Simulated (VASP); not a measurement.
# Cu in VASP: single point with PBEsol

Aim: the single point of Cu with PBEsol.

Program: VASP 6.6.1. These are calculated values, not measurements. Logs are shortened: lines on timing, memory, paths and dates and some standing lists are left out, and cuts for length are marked.

**1. The cell of the first run**

The cell holds a slab with vacuum, 6 atoms: a = 2.504 Å, b = 2.504 Å, c = 24.576 Å, α = 90.00°, β = 90.00°, γ = 120.00°.

**2. Single point, PBEsol**

Input file INCAR:

```
SYSTEM = Cu
PREC = Accurate ; ENCUT = 520
EDIFF = 1E-6 ; ISMEAR = -1
SIGMA = 0.1 ; LREAL = .False.
LASPH = .True. ; NELM = 80
ALGO = Normal ; ISIF = 2
LWAVE = .False. ; LCHARG = .True.
GGA = PS ; LELF = .True.
LVHAR = .True. ; NBANDS = 42
```

Input file KPOINTS:

```
regular mesh
0
Gamma
  10 10 1
  0 0 0
```

Input file POSCAR:

```
Cu
1.0
    2.5036582200      0.0000000000      0.0000000000
   -1.2518291100      2.1682316200      0.0000000000
    0.0000000000      0.0000000000     24.5755892700
Cu
6
Direct
    0.0000000000      0.0000000000      0.3737644501
    0.6666666699      0.3333333318      0.2896144199
    0.3333333324      0.6666666728      0.4579908598
    0.0000000000      0.0000000000      0.6262355499
    0.6666666699      0.3333333318      0.5420091402
    0.3333333324      0.6666666728      0.7103855801
```

Potentials or basis: VASP PAW PBE potentials, release 64 (Cu).

On the command line:

```sh
> cat potpaw_PBE.64/Cu/POTCAR > POTCAR
> mpirun -np 1 vasp_std > vasp.out
```

OUTCAR:

```text
SYSTEM = Cu
   PREC = Accurate
   ENCUT = 520
   EDIFF = 1E-6
   ISMEAR = -1
   LREAL = .False.
   LASPH = .True.
   NELM = 80
   ISIF = 2
   GGA = PS

 ion  position               nearest neighbor table
   1  0.000  0.000  0.374-   2 2.52   2 2.52   2 2.52   3 2.52   3 2.52   3 2.52
   2  0.667  0.333  0.290-   1 2.52   1 2.52   1 2.52
   3  0.333  0.667  0.458-   5 2.52   5 2.52   5 2.52   1 2.52   1 2.52   1 2.52
   4  0.000  0.000  0.626-   6 2.52   6 2.52   6 2.52   5 2.52   5 2.52   5 2.52
   5  0.667  0.333  0.542-   3 2.52   3 2.52   3 2.52   4 2.52   4 2.52   4 2.52
   6  0.333  0.667  0.710-   4 2.52   4 2.52   4 2.52

  LATTYP: Found a hexagonal cell.
 ALAT       =     2.5036582200
 C/A-ratio  =     9.8158722599

  Lattice vectors:

 A1 = (   2.5036582200,   0.0000000000,   0.0000000000)
 A2 = (  -1.2518291100,   2.1682316200,   0.0000000000)
 A3 = (   0.0000000000,   0.0000000000,  24.5755892700)

Analysis of symmetry for initial positions (statically):
=====================================================================
 Subroutine PRICEL returns:
 Original cell was already a primitive cell.

 Routine SETGRP: Setting up the symmetry group for a
 hexagonal supercell.

 Subroutine GETGRP returns: Found 12 space group operations
 (whereof 12 operations were pure point group operations)
 out of a pool of 24 trial point group operations.

The static configuration has the point symmetry D_3d.

Analysis of symmetry for dynamics (positions and initial velocities):
=====================================================================
 Subroutine PRICEL returns:
 Original cell was already a primitive cell.

 Routine SETGRP: Setting up the symmetry group for a
 hexagonal supercell.

 Subroutine GETGRP returns: Found 12 space group operations
 (whereof 12 operations were pure point group operations)
 out of a pool of 24 trial point group operations.

The dynamic configuration has the point symmetry D_3d.

 Subroutine INISYM returns: Found 12 space group operations
 (whereof 12 operations are pure point group operations),
 and found     1 'primitive' translations

----------------------------------------------------------------------------------------

                                     Primitive cell

  volume of cell :     133.4089

  direct lattice vectors                    reciprocal lattice vectors
     2.503658220  0.000000000  0.000000000     0.399415540  0.230602670  0.000000000
    -1.251829110  2.168231620  0.000000000     0.000000000  0.461205339  0.000000000
     0.000000000  0.000000000 24.575589270     0.000000000  0.000000000  0.040690784

  length of vectors
     2.503658220  2.503658219 24.575589270     0.461205339  0.461205339  0.040690784

  position of ions in fractional coordinates (direct lattice)
     0.000000000  0.000000000  0.373764450
     0.666666670  0.333333332  0.289614420
     0.333333332  0.666666673  0.457990860
     0.000000000  0.000000000  0.626235550
     0.666666670  0.333333332  0.542009140
     0.333333332  0.666666673  0.710385580

  ion indices of the primitive-cell ions
   primitive index   ion index
                 1           1
                 2           2
                 3           3
                 4           4
                 5           5
                 6           6

----------------------------------------------------------------------------------------

 KPOINTS: regular mesh

Automatic generation of k-mesh.
 Grid dimensions read from file:
 generate k-points for:   10   10    1

 Generating k-lattice:

  Cartesian coordinates                     Fractional coordinates (reciprocal lattice)
     0.039941554  0.023060267  0.000000000     0.100000000  0.000000000  0.000000000
     0.000000000  0.046120534  0.000000000     0.000000000  0.100000000  0.000000000
     0.000000000  0.000000000  0.040690784     0.000000000  0.000000000  1.000000000

  Length of vectors
     0.046120534  0.046120534  0.040690784

  Shift w.r.t. Gamma in fractional coordinates (k-lattice)
     0.000000000  0.000000000  0.000000000

 Subroutine IBZKPT returns following result:
 ===========================================

 Found     14 irreducible k-points:

 Following reciprocal coordinates:
            Coordinates               Weight
  0.000000  0.000000  0.000000      1.000000
  0.100000  0.000000  0.000000      6.000000
  0.200000  0.000000  0.000000      6.000000
  0.300000  0.000000  0.000000      6.000000
  0.400000  0.000000  0.000000      6.000000
  0.500000  0.000000  0.000000      3.000000
  0.100000  0.100000  0.000000      6.000000
  0.200000  0.100000  0.000000     12.000000
  0.300000  0.100000  0.000000     12.000000
  0.400000  0.100000  0.000000     12.000000
  0.200000  0.200000  0.000000      6.000000
  0.300000  0.200000  0.000000     12.000000
  0.400000  0.200000  0.000000      6.000000
  0.300000  0.300000  0.000000      6.000000
   k-points           NKPTS =     14   k-points in BZ     NKDIM =     14   number of bands    NBANDS=     42
   number of dos      NEDOS =    301   number of ions     NIONS =      6
   total plane-waves  NPLWV =  76800
   dimension x,y,z NGX =    20 NGY =   20 NGZ =  192
   dimension x,y,z NGXF=    40 NGYF=   40 NGZF=  384
   ions per type =               6
   NGX,Y,Z   is equivalent  to a cutoff of  13.28, 13.28, 12.99 a.u.
   NGXF,Y,Z  is equivalent  to a cutoff of  26.56, 26.56, 25.98 a.u.
 SYSTEM =  Cu
   PREC   = accura    normal or accurate (medium, high low for compatibility)
   ISTART =      0    job   : 0-new  1-cont  2-samecut
   ICHARG =      2    charge: 1-file 2-atom 10-const
   ISPIN  =      1    spin polarized calculation?
   LNONCOLLINEAR =      F non collinear calculations
   LSORBIT =      F    spin-orbit coupling
   LASPH  =      T    aspherical Exc in radial PAW
   ENCUT  =  520.0 eV  38.22 Ry    6.18 a.u.   4.66  4.66 45.69*2*pi/ulx,y,z
   NELM   =     80;   NELMIN=  2; NELMDL= -5     # of ELM steps
   EDIFF  = 0.1E-05   stopping-criterion for ELM
   LREAL  =      F    real-space projection
   EDIFFG = 0.1E-04   stopping-criterion for IOM
   NSW    =      0    number of steps for IOM
   IBRION =     -1    ionic relax: 0-MD 1-quasi-New 2-CG
   NFREE  =      0    steps in history (QN), initial steepest desc. (CG)
   ISIF   =      2    stress and relaxation
   ISYM   =      2    0-nonsym 1-usesym 2-fastsym
   POTIM  = 0.5000    time-step for ionic-motion
   TEBEG  =    0.0;   TEEND  =   0.0 temperature during run
   PSTRESS=    0.0 pullay stress
   NELECT =      66.0000    total number of electrons
   NUPDOWN=      -1.0000    fix difference up-down
   EMIN   =  10.00;   EMAX   =-10.00  energy-range for DOS
   EFERMI =   0.00;   METHOD = LEGACY
   ISMEAR =    -1;   SIGMA  =   0.10  broadening in eV -4-tet -1-fermi 0-gaus
   EFERMI_NEDOS =   21; number of points for ismear=-14 and -15
   IALGO  =     38    algorithm
   IMIX   =      4    mixing-type and parameters
     AMIX     =   0.40;   BMIX     =  1.00
     AMIX_MAG =   1.60;   BMIX_MAG =  1.00
  volume/ion in A,a.u.               =      22.23       150.05
  Fermi-wavevector in a.u.,A,eV,Ry     =   1.294776  2.446772 22.809412  1.676445
  Thomas-Fermi vector in A             =   2.426337
   LORBIT       =      0    0 simple, 1 ext, 2 COOP (PROOUT), +10 PAW based schemes
   GGA     = PS    functional components
   LHFCALC =     F    Hartree Fock is set to
   AEXX    =    0.0000 exact exchange contribution
   IVDW    =     0    specifies the selected vdW correction
   LEPSILON=     F    determine dielectric tensor
   LRPA    =     F    only Hartree local field effects (RPA)
 non-spin polarized calculation
  energy-cutoff  :      520.00
  volume of cell :      133.41
 maximum number of plane-waves:      3631
 NGX is ok and might be reduce to    20
   NGX =  9   NGY =  9   NGZ = 91

 number of electron      66.0000023 magnetization

 Free energy of the ion-electron system (eV)
  ---------------------------------------------------
  ext. energy  EPLUGINS =         0.00000000
  ---------------------------------------------------
  free energy    TOTEN  =       -24.73080599 eV

  energy without entropy =      -24.63847051  energy(sigma->0) =      -24.68463825

 E-fermi :   1.6624     XC(G=0):  -7.4100

 val. band max:        1.5330418880   @ k =   0.2000   0.2000   0.0000
 cond. band min:       1.7107837509   @ k =   0.2000   0.1000   0.0000
 fundamental gap:      0.1777418628
 Fermi energy:         1.6624286147

 k-point     1 :       0.0000    0.0000    0.0000
  band No.  band energies     occupation
      1      -7.8872      2.00000
      2      -7.2452      2.00000
      3      -6.2281      2.00000
      4      -5.0220      2.00000
      5      -4.0990      2.00000
      6      -3.7733      2.00000
[... 34 lines left out ...]
     41       7.5454      0.00000
     42       9.5646      0.00000

 k-point     2 :       0.1000    0.0000    0.0000
  band No.  band energies     occupation
      1      -7.5524      2.00000
      2      -6.9183      2.00000
      3      -5.9154      2.00000
      4      -4.7303      2.00000
      5      -3.8380      2.00000
      6      -3.5506      2.00000
[... 34 lines left out ...]
     41       7.8380      0.00000
     42       9.8722      0.00000

 k-point     3 :       0.2000    0.0000    0.0000
  band No.  band energies     occupation
      1      -6.5882      2.00000
      2      -5.9884      2.00000
      3      -5.0535      2.00000
      4      -3.9784      2.00000
      5      -3.2081      2.00000
      6      -3.0142      2.00000
[... 34 lines left out ...]
     41       8.7189      0.00000
     42      10.7885      0.00000

 k-point     4 :       0.3000    0.0000    0.0000
  band No.  band energies     occupation
      1      -5.1720      2.00000
      2      -4.6917      2.00000
      3      -4.0105      2.00000
      4      -3.3394      2.00000
      5      -2.8610      2.00000
      6      -2.6625      2.00000
[... 394 lines left out ...]
     41      10.0287      0.00000
     42      10.4263      0.00000

 k-point    13 :       0.4000    0.2000    0.0000
  band No.  band energies     occupation
      1      -3.0482      2.00000
      2      -3.0168      2.00000
      3      -2.8238      2.00000
      4      -2.7946      2.00000
      5      -2.6815      2.00000
      6      -2.5162      2.00000
[... 34 lines left out ...]
     41       9.6332      0.00000
     42       9.7594      0.00000

 k-point    14 :       0.3000    0.3000    0.0000
  band No.  band energies     occupation
      1      -2.7008      2.00000
      2      -2.6983      2.00000
      3      -2.6336      2.00000
      4      -2.5675      2.00000
      5      -2.5487      2.00000
      6      -2.4448      2.00000
[... 34 lines left out ...]
     41       8.3561      0.00000
     42       8.9360      0.00000

------------------------ aborting loop because EDIFF is reached ----------------------------------------

  FORCE on cell =-STRESS in cart. coord.  units (eV):
  Direction    XX          YY          ZZ          XY          YZ          ZX
  --------------------------------------------------------------------------------------
  -------------------------------------------------------------------------------------
  Total       -0.1302494     -0.1302494     -0.4840951      0.0000000      0.0000000     -0.0000000
  in kB       -1.5642340     -1.5642340     -5.8137536      0.0000000      0.0000000     -0.0000000
  external PRESSURE =      -2.9807406 kB  Pullay stress =       0.0000000 kB

 VOLUME and BASIS-vectors are now :
 -----------------------------------------------------------------------------
  energy-cutoff  :      520.00
  volume of cell :      133.41
      direct lattice vectors                 reciprocal lattice vectors
     2.503658220  0.000000000  0.000000000     0.399415540  0.230602670  0.000000000
    -1.251829110  2.168231620  0.000000000     0.000000000  0.461205339  0.000000000
     0.000000000  0.000000000 24.575589270     0.000000000  0.000000000  0.040690784

 POSITION                                       TOTAL-FORCE (eV/Angst)
 -----------------------------------------------------------------------------------
      0.00000      0.00000      9.18548        -0.000000      0.000000      0.026031
      1.25183      0.72274      7.11745         0.000000      0.000000      0.040605
     -0.00000      1.44549     11.25540         0.000000      0.000000     -0.063814
      0.00000      0.00000     15.39011         0.000000      0.000000     -0.026031
      1.25183      0.72274     13.32019        -0.000000     -0.000000      0.063814
     -0.00000      1.44549     17.45814        -0.000000     -0.000000     -0.040605
 -----------------------------------------------------------------------------------
    total drift:                               -0.000000     -0.000002     -0.000000

  FREE ENERGIE OF THE ION-ELECTRON SYSTEM (eV)
  ---------------------------------------------------
  free  energy   TOTEN  =       -24.7308059932 eV

  energy  without entropy=      -24.6384705066  energy(sigma->0) =      -24.68463825
```

Run time: 1.9 min. Hardware: 1 thread of Intel Xeon Platinum 8375C at 2.90GHz (Ice Lake), shared host; peak memory 0.28 GiB.

Results:

```yaml
Free_energy: -24.7308 eV
Largest_force: 0.064 eV/Å
Band_gap_on_the_k_mesh: zero (band 33 reaches 4.63 eV, above the bottom of band 34 at -0.01 eV)
```

Forces in eV/Å, atoms in the order of the input:
```
Cu   0.000  0.000  0.026
Cu   0.000  0.000  0.041
Cu   0.000  0.000 -0.064
Cu   0.000  0.000 -0.026
Cu   0.000  0.000  0.064
Cu   0.000  0.000 -0.041
```

Levels at points of the mesh, in eV from the Fermi level:
```tsv
k point	band 31	band 32	band 33	band 34	band 35	band 36	band 37	band 38
(0.00, 0.00, 0.00)	-1.91	-1.73	-1.73	-1.67	-1.67	-1.01	-0.56	4.37
(0.50, 0.00, 0.00)	-0.58	0.24	0.87	1.24	1.47	1.51	4.31	4.96
```

Caveat: the PAW data sets were made with another functional, which shifts forces and pressure a little.
